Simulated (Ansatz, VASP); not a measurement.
**One calculation of WSe2, two programs**

File INCAR:

```
SYSTEM = WSe2
  ALGO = Normal
  DIPOL = 0.5 0.5 0.399
  EDIFF = 1E-7
  ENCUT = 520
  GGA = PE
  IDIPOL = 3
  ISIF = 2
  ISMEAR = 0
  IVDW = 12
  LASPH = .True.
  LCHARG = .True.
  LDIPOL = .True.
  LELF = .True.
  LREAL = .False.
  LVACPOTAV = .True.
  LVHAR = .True.
  LWAVE = .False.
  NBANDS = 35
  NELM = 80
  PREC = Accurate
  SIGMA = 0.05
```

File KPOINTS:

```
k-points
0
Gamma
  9 9 1
  0 0 0
```

File POSCAR:

```
WSe2
1.0
    3.2854929709      0.0000000000      0.0000000000
   -1.6427464855      2.8453203767      0.0000000000
    0.0000000000      0.0000000000     24.2386466774
Se W
4 2
Direct
    0.3333333333      0.6666666667      0.1856539294
    0.3333333333      0.6666666667      0.3246601777
    0.7777777778      0.2222222222      0.4735958856
    0.7777777778      0.2222222222      0.6126021339
    0.6666666667      0.3333333333      0.2551570536
    1.1111111111     -0.1111111111      0.5430990097
```

Input for Ansatz:

```yaml
crystal:
  lattice:
    - [3.2854929709, 0.0, 0.0]
    - [-1.6427464855, 2.8453203767, 0.0]
    - [0.0, 0.0, 24.2386466774]
  atoms:
    - { symbol: Se, position: [0.3333333333, 0.6666666667, 0.1856539294] }
    - { symbol: W, position: [0.6666666667, 0.3333333333, 0.2551570536] }
    - { symbol: Se, position: [0.3333333333, 0.6666666667, 0.3246601777] }
    - { symbol: Se, position: [0.7777777778, 0.2222222222, 0.4735958856] }
    - { symbol: W, position: [1.1111111111, -0.1111111111, 0.5430990097] }
    - { symbol: Se, position: [0.7777777778, 0.2222222222, 0.6126021339] }
basis:
  ecutwfc: 420
kpoints:
  mp_grid: { grid: [9, 9, 1] }
hamiltonian:
  xc: pbe
  pseudopotentials: { kind: paw, azcp: { folder: soft_1 } }
  dispersion: d3bj
scf:
  occupations: { method: gaussian, width: 0.05 }
output:
  forces: true
  eigenvalues: true
efield:
  axis: 3
  dipole_correction: true
  ramp_width: 0.04
```

Alike in both runs: task single point; functional PBE; dispersion D3(BJ); k mesh 9 × 9 × 1; occupations gaussian, width 0.05 eV; no spin polarisation.

|  | VASP | Ansatz |
| --- | --- | --- |
| version | VASP 6.6.1 | Ansatz 0.2.0 |
| potentials or method | VASP PAW PBE potentials, release 64 (Se, W_sv), cutoff 520 eV | scalar-relativistic, plane waves, PAW |
| valence electrons in the cell | 52 | 92 |

```tsv
	VASP	Ansatz	Ansatz less VASP
gap on the k mesh at the Fermi level (eV)	1.57	1.57	-0.001
least direct gap on the mesh (eV)	1.66	1.66	+0.004
rms of the force components (eV/Å)	0.046	0.029	-0.0165
```

VASP's potentials hold 52 valence electrons a cell and Ansatz's 92, so a difference there can come from the potentials and not from the codes.

Neither program's run includes spin-orbit coupling.
